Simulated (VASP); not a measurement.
The system is TiO2.

```
Ti O
1.0
     4.59984    0.00000    0.00000
     0.00000    4.59984    0.00000
     0.00000    0.00000    2.95921
Ti O
2 4
Direct
  0.00000 0.00000 0.50000
  0.50000 0.50000 0.00000
  0.30432 0.30432 0.50000
  0.19568 0.80432 0.00000
  0.80432 0.19568 0.00000
  0.69568 0.69568 0.50000
```

| Property | Result |
| --- | --- |
| Program | VASP 6.6.1 |
| Task | relaxation of cell and atoms |
| Functional | PBE |
| Potentials or basis | VASP PAW PBE potentials, release 64 (Ti_sv, O) |
| Cutoff | 600 eV |
| k mesh | 6 × 6 × 9 |
| Occupations | fermi-dirac, width 0.05 eV |
| Spin | no spin polarisation |
| Hubbard terms | Ti d U = 3.0 eV |

At the start: pressure 10.2 GPa; volume 10.44 Å³/atom.

Question: Where does the relaxation end?

Answer: Over 6 steps the energy falls by 14.0 meV/atom and the volume is 10.89 Å³/atom (+4.3 %); space group P4_2/mnm (No. 136, to 0.1 Å) before and after.

Step by step:
```
step  energy change (eV)  largest force (eV/Å)  pressure (GPa)  volume (Å³)
   1              0.0000                0.1051           10.21        62.61
   2              0.0525                0.3708          -10.83        68.83
   3             -0.0821                0.1338           -0.01        65.24
   4             -0.0821                0.1296            0.17        65.19
   5             -0.0840                0.0284            0.09        65.29
   6             -0.0841                0.0029            0.08        65.33
```

Final structure:
```cif
data_structure
_symmetry_space_group_name_H-M 'P 1'
_symmetry_Int_Tables_number 1
_cell_length_a 4.6610
_cell_length_b 4.6610
_cell_length_c 3.0070
_cell_angle_alpha 90.000
_cell_angle_beta 90.000
_cell_angle_gamma 90.000
_cell_volume 65.33
loop_
_atom_site_label
_atom_site_type_symbol
_atom_site_fract_x
_atom_site_fract_y
_atom_site_fract_z
_atom_site_occupancy
Ti1 Ti 0.00000 0.00000 0.50000 1
Ti2 Ti 0.50000 0.50000 0.00000 1
O1 O 0.30508 0.30508 0.50000 1
O2 O 0.19492 0.80508 0.00000 1
O3 O 0.80508 0.19492 0.00000 1
O4 O 0.69492 0.69492 0.50000 1
```
